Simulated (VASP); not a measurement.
# Cd5HgS6 (P3m1) in VASP: a series of runs, part 2 of 2

VASP 6.6.1.

### Step 3. Single point, PBE

This run uses another cell than the first one, of 26.19 Å³/atom.

Contents of INCAR:

```
SYSTEM = Cd5HgS6
PREC = Accurate ; ENCUT = 520
EDIFF = 1E-7 ; ISMEAR = 0
SIGMA = 0.1 ; LREAL = .FALSE.
LASPH = .TRUE. ; NELM = 80
ALGO = Normal ; ISIF = 2
LWAVE = .FALSE. ; LCHARG = .TRUE.
GGA = PE ; LELF = .TRUE.
LVHAR = .TRUE. ; NBANDS = 66
```

Contents of KPOINTS:

```
Automatic mesh
0
G
  6 6 1
  0 0 0
```

Contents of POSCAR:

```
Cd5HgS6
1.0
    4.2048339239      0.0000000000      0.0000000000
   -2.1024169620      3.6414929968      0.0000000000
    0.0000000000      0.0000000000     20.5213333981
Cd Hg S
5 1 6
Direct
    0.3333333333      0.6666666667      0.9990766793
    0.3333333333      0.6666666667      0.6668307461
    0.6666666667      0.3333333333      0.1650827841
    0.6666666667      0.3333333333      0.5006041234
    0.6666666667      0.3333333333      0.8329474809
    0.3333333333      0.6666666667      0.3337159822
    0.3333333333      0.6666666667      0.1244373795
    0.3333333333      0.6666666667      0.4601560931
    0.3333333333      0.6666666667      0.7922038719
    0.6666666667      0.3333333333      0.2905875253
    0.6666666667      0.3333333333      0.6260527813
    0.6666666667      0.3333333333      0.9583045530
```

Potentials or basis: VASP PAW PBE potentials, release 64 (Cd, Hg, S).

On the command line:

```sh
cat potpaw_PBE.64/Cd/POTCAR potpaw_PBE.64/Hg/POTCAR potpaw_PBE.64/S/POTCAR > POTCAR
mpirun -np 1 vasp_std > vasp.out
```

It took 5.1 min on 1 thread of Intel Xeon 8259CL, shared host; peak memory 0.48 GiB.

The run converged. Its results:

```
Free energy            : -35.2706 eV
Pressure               : 0.3 GPa
Largest force          : 0.004 eV/Å
Band gap on the k mesh : 0.63 eV
```

Forces in eV/Å, atoms in the order of the input:
```
Cd   0.000  0.000 -0.001
Cd   0.000  0.000  0.001
Cd   0.000  0.000 -0.001
Cd   0.000  0.000  0.001
Cd   0.000  0.000  0.000
Hg   0.000  0.000  0.004
S    0.000  0.000  0.000
S    0.000  0.000 -0.004
S    0.000  0.000 -0.001
S    0.000  0.000 -0.001
S    0.000  0.000  0.002
S    0.000  0.000  0.000
```

Levels at points of the mesh, in eV from the valence-band top:
| k point | band 51 | band 52 | band 53 | band 54 | band 55 | band 56 | band 57 | band 58 |
| --- | --- | --- | --- | --- | --- | --- | --- | --- |
| (0.00, 0.00, 0.00) | -0.31 | -0.17 | 0.00 | 0.00 | 0.63 | 1.75 | 2.09 | 2.37 |
| (0.50, 0.00, 0.00) | -1.20 | -1.11 | -1.10 | -0.82 | 2.57 | 3.06 | 3.27 | 3.51 |

Caveat: spin-orbit coupling is left out, which moves the levels of the heavy elements.

### Step 4. Single point, PBE

This run uses another cell than the first one, of 26.19 Å³/atom.

Contents of INCAR:

```
SYSTEM = Cd5HgS6
ALGO = Normal
EDIFF = 1E-6
ENCUT = 520
GGA = PE
ISIF = 2
ISMEAR = 0
LASPH = .True.
LCHARG = .False.
LREAL = .False.
LWAVE = .False.
NBANDS = 66
NELM = 60
PREC = Accurate
SIGMA = 0.1
```

Contents of KPOINTS:

```
k-points
0
Gamma
  6 6 1
  0 0 0
```

Contents of POSCAR:

```
Cd5HgS6
1.0
    4.2041267325      0.0000000030      0.0000000000
   -2.1020633688      3.6408805496      0.0000000000
    0.0000000000      0.0000000000     20.5324238158
Cd Hg S
5 1 6
Direct
    0.3333333333      0.6666666667     -0.0007780382
    0.3333333333      0.6666666667      0.6669776461
    0.6666666667      0.3333333333      0.1652359996
    0.6666666667      0.3333333333      0.5007517561
    0.6666666667      0.3333333333      0.8330927974
    0.3333333333      0.6666666667      0.3339151522
    0.3333333333      0.6666666667      0.1242841555
    0.3333333333      0.6666666667      0.4599992777
    0.3333333333      0.6666666667      0.7920438976
    0.6666666667      0.3333333333      0.2904324196
    0.6666666667      0.3333333333      0.6258957017
    0.6666666667      0.3333333333      0.9581492347
```

On the command line:

```sh
cat potpaw_PBE.64/Cd/POTCAR potpaw_PBE.64/Hg/POTCAR potpaw_PBE.64/S/POTCAR > POTCAR
mpirun -np 1 vasp_std > vasp.out
```

Wall time 5.3 min (1 thread of Intel Xeon 8259CL, shared host); peak memory 0.46 GiB.

The run converged. Its results:

| Quantity | Value |
| --- | --- |
| Free energy | -35.2704 eV |
| Pressure | 0.3 GPa |
| Largest force | 0.023 eV/Å |
| Band gap on the k mesh | 0.63 eV |

Forces on the atoms (eV/Å):
```
Cd   0.000  0.000 -0.021
Cd   0.000  0.000 -0.020
Cd   0.000  0.000 -0.022
Cd   0.000  0.000 -0.020
Cd   0.000  0.000 -0.021
Hg   0.000  0.000 -0.018
S    0.000  0.000  0.021
S    0.000  0.000  0.017
S    0.000  0.000  0.020
S    0.000  0.000  0.019
S    0.000  0.000  0.023
S    0.000  0.000  0.021
```

Stress tensor (GPa, compression positive):
```
0.22 0.00 0.00
0.00 0.22 0.00
0.00 0.00 0.34
```

Levels at points of the mesh, in eV from the valence-band top:
| k point | band 51 | band 52 | band 53 | band 54 | band 55 | band 56 | band 57 | band 58 |
| --- | --- | --- | --- | --- | --- | --- | --- | --- |
| (0.00, 0.00, 0.00) | -0.31 | -0.18 | 0.00 | 0.00 | 0.63 | 1.76 | 2.09 | 2.38 |
| (0.50, 0.00, 0.00) | -1.19 | -1.11 | -1.10 | -0.81 | 2.56 | 3.05 | 3.26 | 3.51 |

Caveat: spin-orbit coupling is left out, which moves the levels of the heavy elements.

### Step 5. Single point, PBE

This run uses another cell than the first one, of 26.19 Å³/atom.

Contents of INCAR:

```
PREC     = Accurate       # precision mode
ENCUT    = 520            # plane-wave cutoff, eV
EDIFF    = 1E-6           # SCF threshold, eV
ISMEAR   = 0              # smearing method
SIGMA    = 0.02           # smearing width, eV
LREAL    = False          # projectors in reciprocal space
LASPH    = True           # aspherical terms in the spheres
NELM     = 80             # most SCF steps
ALGO     = Normal         # electronic algorithm
ISIF     = 2              # what is computed and relaxed
LWAVE    = False          # write WAVECAR
LCHARG   = False          # write CHGCAR
GGA      = PE             # functional
NBANDS   = 66             # bands
```

Contents of KPOINTS:

```
regular mesh
0
Gamma
  6 6 2
```

Contents of POSCAR:

```
Cd5HgS6
1.0
    4.2048339239      0.0000000000      0.0000000000
   -2.1024169620      3.6414929968      0.0000000000
    0.0000000000      0.0000000000     20.5213333981
Cd Hg S
5 1 6
Direct
    0.3333333333      0.6666666667      0.9990766793
    0.3333333333      0.6666666667      0.6668307461
    0.6666666667      0.3333333333      0.1650827841
    0.6666666667      0.3333333333      0.5006041234
    0.6666666667      0.3333333333      0.8329474809
    0.3333333333      0.6666666667      0.3337159822
    0.3333333333      0.6666666667      0.1244373795
    0.3333333333      0.6666666667      0.4601560931
    0.3333333333      0.6666666667      0.7922038719
    0.6666666667      0.3333333333      0.2905875253
    0.6666666667      0.3333333333      0.6260527813
    0.6666666667      0.3333333333      0.9583045530
```

Potentials or basis: VASP PAW PBE potentials, release 64 (Cd, Hg, S).

On the command line:

```sh
cat potpaw_PBE.64/Cd/POTCAR potpaw_PBE.64/Hg/POTCAR potpaw_PBE.64/S/POTCAR > POTCAR
mpirun -np 1 vasp_std > vasp.out
```

OUTCAR:

```text
PREC = Accurate
   ENCUT = 520
   EDIFF = 1E-6
   ISMEAR = 0
   LREAL = False
   LASPH = True
   NELM = 80
   ISIF = 2
   GGA = PE

 ion  position               nearest neighbor table
   1  0.333  0.667  0.999-  12 2.57  12 2.57  12 2.57   7 2.57
   2  0.333  0.667  0.667-  11 2.57  11 2.57  11 2.57   9 2.57
   3  0.667  0.333  0.165-   7 2.57   7 2.57   7 2.57  10 2.58
   4  0.667  0.333  0.501-   8 2.57   8 2.57   8 2.57  11 2.57
   5  0.667  0.333  0.833-   9 2.57   9 2.57   9 2.57  12 2.57
[... 1184 lines left out ...]

 VOLUME and BASIS-vectors are now :
 -----------------------------------------------------------------------------
  energy-cutoff  :      520.00
  volume of cell :      314.22
      direct lattice vectors                 reciprocal lattice vectors
     4.204833924  0.000000000  0.000000000     0.237821521  0.137306319  0.000000000
    -2.102416962  3.641492997  0.000000000     0.000000000  0.274612639  0.000000000
     0.000000000  0.000000000 20.521333398     0.000000000  0.000000000  0.048729777

 POSITION                                       TOTAL-FORCE (eV/Angst)
 -----------------------------------------------------------------------------------
     -0.00000      2.42766     20.50239         0.000000      0.000000      0.000918
     -0.00000      2.42766     13.68426        -0.000000      0.000000      0.001442
      2.10242      1.21383      3.38772        -0.000000     -0.000000     -0.000105
      2.10242      1.21383     10.27306        -0.000000      0.000000      0.001546
      2.10242      1.21383     17.09319        -0.000000      0.000000      0.000695
     -0.00000      2.42766      6.84830         0.000000     -0.000000      0.003311
     -0.00000      2.42766      2.55362         0.000000     -0.000000     -0.001278
     -0.00000      2.42766      9.44302         0.000000      0.000000     -0.003969
     -0.00000      2.42766     16.25708        -0.000000      0.000000     -0.002171
      2.10242      1.21383      5.96324        -0.000000      0.000000     -0.001831
      2.10242      1.21383     12.84744        -0.000000      0.000000      0.002246
      2.10242      1.21383     19.66569         0.000000     -0.000000     -0.000805
 -----------------------------------------------------------------------------------
    total drift:                                0.000000     -0.000000     -0.000794

  FREE ENERGIE OF THE ION-ELECTRON SYSTEM (eV)
  ---------------------------------------------------
  free  energy   TOTEN  =       -35.2769120347 eV

  energy  without entropy=      -35.2769120347  energy(sigma->0) =      -35.27691203
```

stdout:

```text
POSCAR found type information on POSCAR CdHgS
 POSCAR found :  3 types and      12 ions
 scaLAPACK will be used
 LDA part: xc-table for (Slater+PW92), standard interpolation
 POSCAR, INCAR and KPOINTS ok, starting setup
 FFT: planning ... GRIDC
 FFT: planning ... GRID_SOFT
 FFT: planning ... GRID
 WAVECAR not read
 entering main loop
```

It took 8.6 min on 1 thread of Intel Xeon 8259CL, shared host; peak memory 0.57 GiB.

Results:

* Free energy: -35.2769 eV
* Pressure: 0.3 GPa
* Largest force: 0.004 eV/Å
* Band gap on the k mesh: 0.63 eV

Forces in eV/Å, atoms in the order of the input:
```
Cd   0.000  0.000  0.001
Cd   0.000  0.000  0.001
Cd   0.000  0.000  0.000
Cd   0.000  0.000  0.002
Cd   0.000  0.000  0.001
Hg   0.000  0.000  0.003
S    0.000  0.000 -0.001
S    0.000  0.000 -0.004
S    0.000  0.000 -0.002
S    0.000  0.000 -0.002
S    0.000  0.000  0.002
S    0.000  0.000 -0.001
```

Caveat: spin-orbit coupling is left out, which moves the levels of the heavy elements. A k mesh can miss the band edges.

### Step 6. The runs side by side

| cell | k mesh | smearing | gap on the mesh (eV) | pressure (GPa) | largest force (eV/Å) |
| --- | --- | --- | --- | --- | --- |
| a = 4.091, b = 4.091, c = 19.921 Å, angles 90.0, 90.0, 120.0°, 12 atoms, atomic positions A | 6 × 6 × 1 | gaussian 0.1 eV | 0.80 | 5.8 | 0.27 |
| a = 4.205, b = 4.205, c = 20.521 Å, angles 90.0, 90.0, 120.0°, 12 atoms, atomic positions B | 6 × 6 × 1 | gaussian 0.1 eV | 0.63 | 0.3 | - |
| a = 4.204, b = 4.204, c = 20.532 Å, angles 90.0, 90.0, 120.0°, 12 atoms, atomic positions B | 6 × 6 × 1 | gaussian 0.1 eV | 0.63 | 0.3 | 0.02 |
| a = 4.205, b = 4.205, c = 20.521 Å, angles 90.0, 90.0, 120.0°, 12 atoms, atomic positions B | 6 × 6 × 2 | gaussian 0.02 eV | 0.63 | 0.3 | - |

Alike in all rows: task single point; level PBE; potentials or basis VASP PAW PBE potentials, release 64 (Cd, Hg, S); no spin polarisation; cutoff (eV) 520.

Caveats: spin-orbit coupling is left out, which moves the levels of the heavy elements; the cell stands under pressure (at least some runs).

Absolute energies hang on the potentials; compare differences alone.
